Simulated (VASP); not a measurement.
# Zr2Br (Fm-3m) in VASP: further runs

Runs on Zr2Br. Level: PBE. Tasks: single point, relaxation of cell and atoms.

Program: VASP 6.6.1. These are calculated values, not measurements. Logs are shortened: lines on timing, memory, paths and dates and some standing lists are left out, and cuts for length are marked.

### 1 The cell of the first run

Symmetry: Fm-3m, No. 225, cubic system. The conventional cell has a = 6.544 Å, b = 6.544 Å, c = 6.544 Å, α = 90.00°, β = 90.00°, γ = 90.00°. Zr (site symmetry -43m) has 4 Br at 2.83 Å and 6 Zr at 3.27 Å within 3.7 Å. Within 3.7 Å of Br (site symmetry m-3m) lie 8 Zr at 2.83 Å.

### 2 Single point, PBE

Contents of INCAR:

```
PREC = Accurate
ENCUT = 520
EDIFF = 1E-6
ISMEAR = 0
SIGMA = 0.1
LREAL = False
LASPH = True
NELM = 80
ALGO = Normal
ISIF = 2
LWAVE = False
LCHARG = False
GGA = PE
NBANDS = 22
```

Contents of KPOINTS:

```
regular mesh
0
Gamma
  4 4 4
```

Contents of POSCAR:

```
Zr2Br
1.0
    0.0000000000      3.2717835924      3.2717835924
    3.2717835924      0.0000000000      3.2717835924
    3.2717835924      3.2717835924      0.0000000000
Zr Br
2 1
Direct
    0.7500000000      0.7500000000      0.7500000000
    0.2500000000      0.2500000000      0.2500000000
    0.0000000000      0.0000000000      0.0000000000
```

Potentials or basis: VASP PAW PBE potentials, release 64 (Zr_sv, Br).

Launch:

```console
> cat potpaw_PBE.64/Zr_sv/POTCAR potpaw_PBE.64/Br/POTCAR > POTCAR
> mpirun -np 1 vasp_std > vasp.out
```

OUTCAR:

```text
PREC = Accurate
   ENCUT = 520
   EDIFF = 1E-6
   ISMEAR = 0
   LREAL = False
   LASPH = True
   NELM = 80
   ISIF = 2
   GGA = PE

 ion  position               nearest neighbor table
   1  0.750  0.750  0.750-   3 2.83   3 2.83   3 2.83   3 2.83   2 3.27   2 3.27   2 3.27   2 3.27
                             2 3.27   2 3.27
   2  0.250  0.250  0.250-   3 2.83   3 2.83   3 2.83   3 2.83   1 3.27   1 3.27   1 3.27   1 3.27
                             1 3.27   1 3.27
   3  0.000  0.000  0.000-   1 2.83   1 2.83   1 2.83   2 2.83   2 2.83   2 2.83   2 2.83   1 2.83

  LATTYP: Found a face centered cubic cell.
 ALAT       =     6.5435671848

  Lattice vectors:

 A1 = (   0.0000000000,   3.2717835924,   3.2717835924)
 A2 = (   3.2717835924,   0.0000000000,   3.2717835924)
 A3 = (   3.2717835924,   3.2717835924,   0.0000000000)

Analysis of symmetry for initial positions (statically):
=====================================================================
 Subroutine PRICEL returns:
 Original cell was already a primitive cell.

 Routine SETGRP: Setting up the symmetry group for a
 face centered cubic supercell.

 Subroutine GETGRP returns: Found 48 space group operations
 (whereof 48 operations were pure point group operations)
 out of a pool of 48 trial point group operations.

The static configuration has the point symmetry O_h .

Analysis of symmetry for dynamics (positions and initial velocities):
=====================================================================
 Subroutine PRICEL returns:
 Original cell was already a primitive cell.

 Routine SETGRP: Setting up the symmetry group for a
 face centered cubic supercell.

 Subroutine GETGRP returns: Found 48 space group operations
 (whereof 48 operations were pure point group operations)
 out of a pool of 48 trial point group operations.

The dynamic configuration has the point symmetry O_h .

 Subroutine INISYM returns: Found 48 space group operations
 (whereof 48 operations are pure point group operations),
 and found     1 'primitive' translations

----------------------------------------------------------------------------------------

                                     Primitive cell

  volume of cell :      70.0461

  direct lattice vectors                    reciprocal lattice vectors
     0.000000000  3.271783592  3.271783592    -0.152821843  0.152821843  0.152821843
     3.271783592  0.000000000  3.271783592     0.152821843 -0.152821843  0.152821843
     3.271783592  3.271783592  0.000000000     0.152821843  0.152821843 -0.152821843

  length of vectors
     4.627000730  4.627000730  4.627000730     0.264695197  0.264695197  0.264695197

  position of ions in fractional coordinates (direct lattice)
     0.750000000  0.750000000  0.750000000
     0.250000000  0.250000000  0.250000000
     0.000000000  0.000000000  0.000000000

  ion indices of the primitive-cell ions
   primitive index   ion index
                 1           1
                 2           2
                 3           3

----------------------------------------------------------------------------------------

 KPOINTS: regular mesh

Automatic generation of k-mesh.
 Grid dimensions read from file:
 generate k-points for:    4    4    4

 Generating k-lattice:

  Cartesian coordinates                     Fractional coordinates (reciprocal lattice)
    -0.038205461  0.038205461  0.038205461     0.250000000  0.000000000  0.000000000
     0.038205461 -0.038205461  0.038205461     0.000000000  0.250000000  0.000000000
     0.038205461  0.038205461 -0.038205461     0.000000000  0.000000000  0.250000000

  Length of vectors
     0.066173799  0.066173799  0.066173799

  Shift w.r.t. Gamma in fractional coordinates (k-lattice)
     0.000000000  0.000000000  0.000000000

 Subroutine IBZKPT returns following result:
 ===========================================

 Found      8 irreducible k-points:

 Following reciprocal coordinates:
            Coordinates               Weight
  0.000000  0.000000  0.000000      1.000000
  0.250000  0.000000  0.000000      8.000000
  0.500000  0.000000  0.000000      4.000000
  0.250000  0.250000  0.000000      6.000000
  0.500000  0.250000  0.000000     24.000000
 -0.250000  0.250000  0.000000     12.000000
  0.500000  0.500000  0.000000      3.000000
 -0.250000  0.500000  0.250000      6.000000
   k-points           NKPTS =      8   k-points in BZ     NKDIM =      8   number of bands    NBANDS=     22
   number of dos      NEDOS =    301   number of ions     NIONS =      3
   total plane-waves  NPLWV =  46656
   dimension x,y,z NGX =    36 NGY =   36 NGZ =   36
   dimension x,y,z NGXF=    72 NGYF=   72 NGZF=   72
   ions per type =               2   1
   NGX,Y,Z   is equivalent  to a cutoff of  12.93, 12.93, 12.93 a.u.
   NGXF,Y,Z  is equivalent  to a cutoff of  25.87, 25.87, 25.87 a.u.
 SYSTEM =  unknown system
   PREC   = accura    normal or accurate (medium, high low for compatibility)
   ISTART =      0    job   : 0-new  1-cont  2-samecut
   ICHARG =      2    charge: 1-file 2-atom 10-const
   ISPIN  =      1    spin polarized calculation?
   LNONCOLLINEAR =      F non collinear calculations
   LSORBIT =      F    spin-orbit coupling
   LASPH  =      T    aspherical Exc in radial PAW
   ENCUT  =  520.0 eV  38.22 Ry    6.18 a.u.   8.60  8.60  8.60*2*pi/ulx,y,z
   NELM   =     80;   NELMIN=  2; NELMDL= -5     # of ELM steps
   EDIFF  = 0.1E-05   stopping-criterion for ELM
   LREAL  =      F    real-space projection
   EDIFFG = 0.1E-04   stopping-criterion for IOM
   NSW    =      0    number of steps for IOM
   IBRION =     -1    ionic relax: 0-MD 1-quasi-New 2-CG
   NFREE  =      0    steps in history (QN), initial steepest desc. (CG)
   ISIF   =      2    stress and relaxation
   ISYM   =      2    0-nonsym 1-usesym 2-fastsym
   POTIM  = 0.5000    time-step for ionic-motion
   TEBEG  =    0.0;   TEEND  =   0.0 temperature during run
   PSTRESS=    0.0 pullay stress
   NELECT =      31.0000    total number of electrons
   NUPDOWN=      -1.0000    fix difference up-down
   EMIN   =  10.00;   EMAX   =-10.00  energy-range for DOS
   EFERMI =   0.00;   METHOD = LEGACY
   ISMEAR =     0;   SIGMA  =   0.10  broadening in eV -4-tet -1-fermi 0-gaus
   EFERMI_NEDOS =   21; number of points for ismear=-14 and -15
   IALGO  =     38    algorithm
   IMIX   =      4    mixing-type and parameters
     AMIX     =   0.40;   BMIX     =  1.00
     AMIX_MAG =   1.60;   BMIX_MAG =  1.00
  volume/ion in A,a.u.               =      23.35       157.56
  Fermi-wavevector in a.u.,A,eV,Ry     =   1.247577  2.357579 21.176779  1.556449
  Thomas-Fermi vector in A             =   2.381703
   LORBIT       =      0    0 simple, 1 ext, 2 COOP (PROOUT), +10 PAW based schemes
   GGA     = PE    functional components
   LHFCALC =     F    Hartree Fock is set to
   AEXX    =    0.0000 exact exchange contribution
   IVDW    =     0    specifies the selected vdW correction
   LEPSILON=     F    determine dielectric tensor
   LRPA    =     F    only Hartree local field effects (RPA)
 non-spin polarized calculation
 Gauss-broadening in eV      SIGMA  =   0.10
  energy-cutoff  :      520.00
  volume of cell :       70.05
 maximum number of plane-waves:      1917
 NGX is ok and might be reduce to    36
   NGX = 17   NGY = 17   NGZ = 17

 number of electron      30.9999999 magnetization

 Free energy of the ion-electron system (eV)
  ---------------------------------------------------
  ext. energy  EPLUGINS =         0.00000000
  ---------------------------------------------------
  free energy    TOTEN  =       -17.75795403 eV

  energy without entropy =      -17.74592316  energy(sigma->0) =      -17.75193860

 E-fermi :   8.5487     XC(G=0): -10.6051

 val. band max:        8.5419258062   @ k =   0.2500   0.2500   0.0000
 cond. band min:       8.6402439719   @ k =  -0.2500   0.2500   0.0000
 fundamental gap:      0.0983181657
 Fermi energy:         8.5486600629

 k-point     1 :       0.0000    0.0000    0.0000
  band No.  band energies     occupation
      1     -40.9900      2.00000
      2     -40.8775      2.00000
      3     -19.1667      2.00000
      4     -19.1667      2.00000
      5     -19.1667      2.00000
      6     -18.8406      2.00000
[... 14 lines left out ...]
     21      10.9824      0.00000
     22      13.1086      0.00000

 k-point     2 :       0.2500    0.0000    0.0000
  band No.  band energies     occupation
      1     -40.9730      2.00000
      2     -40.8935      2.00000
      3     -19.1384      2.00000
      4     -19.1234      2.00000
      5     -19.1234      2.00000
      6     -18.9175      2.00000
[... 14 lines left out ...]
     21      10.7301      0.00000
     22      11.6194      0.00000

 k-point     3 :       0.5000    0.0000    0.0000
  band No.  band energies     occupation
      1     -40.9328      2.00000
      2     -40.9328      2.00000
      3     -19.0778      2.00000
      4     -19.0250      2.00000
      5     -19.0194      2.00000
      6     -19.0194      2.00000
[... 14 lines left out ...]
     21      10.1631      0.00000
     22      12.0137      0.00000

 k-point     4 :       0.2500    0.2500    0.0000
  band No.  band energies     occupation
      1     -40.9705      2.00000
      2     -40.8956      2.00000
      3     -19.2015      2.00000
      4     -19.2015      2.00000
      5     -19.0983      2.00000
      6     -18.9641      2.00000
[... 14 lines left out ...]
     21      11.4026      0.00000
     22      11.4284      0.00000

 k-point     5 :       0.5000    0.2500    0.0000
  band No.  band energies     occupation
      1     -40.9458      2.00000
      2     -40.9193      2.00000
      3     -19.2520      2.00000
      4     -19.1785      2.00000
      5     -19.1698      2.00000
      6     -18.8675      2.00000
[... 14 lines left out ...]
     21      10.7637      0.00000
     22      11.0243      0.00000

 k-point     6 :      -0.2500    0.2500    0.0000
  band No.  band energies     occupation
      1     -40.9515      2.00000
      2     -40.9140      2.00000
      3     -19.2492      2.00000
      4     -19.0731      2.00000
      5     -19.0412      2.00000
      6     -19.0002      2.00000
[... 14 lines left out ...]
     21      10.4299      0.00000
     22      10.9017      0.00000

 k-point     7 :       0.5000    0.5000    0.0000
  band No.  band energies     occupation
      1     -40.9510      2.00000
      2     -40.9136      2.00000
      3     -19.3430      2.00000
      4     -19.2356      2.00000
      5     -19.2356      2.00000
      6     -18.7941      2.00000
[... 14 lines left out ...]
     21      11.4901      0.00000
     22      11.6031      0.00000

 k-point     8 :      -0.2500    0.5000    0.2500
  band No.  band energies     occupation
      1     -40.9323      2.00000
      2     -40.9323      2.00000
      3     -19.3164      2.00000
      4     -19.2630      2.00000
      5     -19.0191      2.00000
      6     -19.0191      2.00000
[... 14 lines left out ...]
     21      11.4133      0.00000
     22      11.4133      0.00000

------------------------ aborting loop because EDIFF is reached ----------------------------------------

  FORCE on cell =-STRESS in cart. coord.  units (eV):
  Direction    XX          YY          ZZ          XY          YZ          ZX
  --------------------------------------------------------------------------------------
  -------------------------------------------------------------------------------------
  Total       -0.1349980     -0.1349980     -0.1349980     -0.0000000     -0.0000000      0.0000000
  in kB       -3.0878359     -3.0878359     -3.0878359     -0.0000000     -0.0000000      0.0000000
  external PRESSURE =      -3.0878359 kB  Pullay stress =       0.0000000 kB

 VOLUME and BASIS-vectors are now :
 -----------------------------------------------------------------------------
  energy-cutoff  :      520.00
  volume of cell :       70.05
      direct lattice vectors                 reciprocal lattice vectors
     0.000000000  3.271783592  3.271783592    -0.152821843  0.152821843  0.152821843
     3.271783592  0.000000000  3.271783592     0.152821843 -0.152821843  0.152821843
     3.271783592  3.271783592  0.000000000     0.152821843  0.152821843 -0.152821843

 POSITION                                       TOTAL-FORCE (eV/Angst)
 -----------------------------------------------------------------------------------
      4.90768      4.90768      4.90768        -0.000000     -0.000000     -0.000000
      1.63589      1.63589      1.63589         0.000000      0.000000      0.000000
      0.00000      0.00000      0.00000        -0.000000      0.000000     -0.000000
 -----------------------------------------------------------------------------------
    total drift:                                0.000000      0.000000      0.000000

  FREE ENERGIE OF THE ION-ELECTRON SYSTEM (eV)
  ---------------------------------------------------
  free  energy   TOTEN  =       -17.7579540343 eV

  energy  without entropy=      -17.7459231650  energy(sigma->0) =      -17.75193860
```

It took 28 s on 1 thread of Intel Xeon 8259CL, shared host; peak memory 0.2 GiB.

Results:

| Item | Value |
| --- | --- |
| Free energy | -17.7580 eV |
| Pressure | -0.3 GPa |

Levels at points of the mesh, in eV from the Fermi level:
```tsv
k point	band 12	band 13	band 14	band 15	band 16	band 17	band 18	band 19
(0.00, 0.00, 0.00)	-7.43	-2.79	-2.29	-2.29	1.84	1.84	1.84	2.43
(0.50, 0.00, 0.00)	-7.10	-0.84	-0.78	-0.78	-0.12	0.35	0.35	0.47
(0.50, 0.50, 0.00)	-6.80	-2.45	-1.85	-1.40	0.77	0.77	1.26	1.26
```

Caveat: the k points lie up to 0.42 Å⁻¹ apart; an odd number of electrons without spin polarisation forces a metal; a magnetic or distorted state may lie lower.

(Continued in part 2 of 3.)
